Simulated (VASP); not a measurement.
Wanted: the native input for a VASP 6.6.1 run.

```
Task                   : single point
Functional             : PBE
Potentials or basis    : VASP PAW PBE potentials, release 64 (Zr_sv, B)
Cutoff                 : 520 eV
k mesh                 : 12 × 12 × 8
Occupations            : gaussian, width 0.1 eV
Spin                   : no spin polarisation
Dipole correction      : no
Further INCAR settings : ALGO = Normal; EDIFF = 1e-07; NBANDS = 24
```

The structure of Zr2B3 lies in POSCAR:

```
Zr2B3
1.0
    3.9728784093      0.0000000000      0.0000000000
   -1.9864392047      3.4406136286      0.0000000000
    0.0000000000      0.0000000000      4.9697899005
Zr B
2 3
Direct
    0.3333333333      0.6666666667      0.2484858267
    0.6666666667      0.3333333333      0.7515141733
    0.0000000000      0.0000000000      0.0000000000
    0.3333333333      0.6666666667      0.7399865238
    0.6666666667      0.3333333333      0.2600134762
```

One way to write it, as run:

INCAR

```
SYSTEM = Zr2B3
PREC = Accurate ; ENCUT = 520
EDIFF = 1E-7 ; ISMEAR = 0
SIGMA = 0.1 ; LREAL = .False.
LASPH = .True. ; NELM = 60
ALGO = Normal ; ISIF = 2
LWAVE = .False. ; LCHARG = .False.
GGA = PE ; NBANDS = 24
```

KPOINTS

```
regular mesh
0
Gamma
  12 12 8
  0 0 0
```

Potentials or basis: VASP PAW PBE potentials, release 64 (Zr_sv, B).

Command:

```console
$ cat potpaw_PBE.64/Zr_sv/POTCAR potpaw_PBE.64/B/POTCAR > POTCAR
$ mpirun -np 1 vasp_std > vasp.out
```

Results of the run:

```yaml
Pressure: 0.1 GPa
Largest_force: 0.008 eV/Å
Band_gap_on_the_k_mesh: zero (an odd number of electrons rules out a gap without spin polarisation)
```

It took 6 min on 1 thread of Intel Xeon 8259CL, with other jobs on the host, peak memory 0.31 GiB.
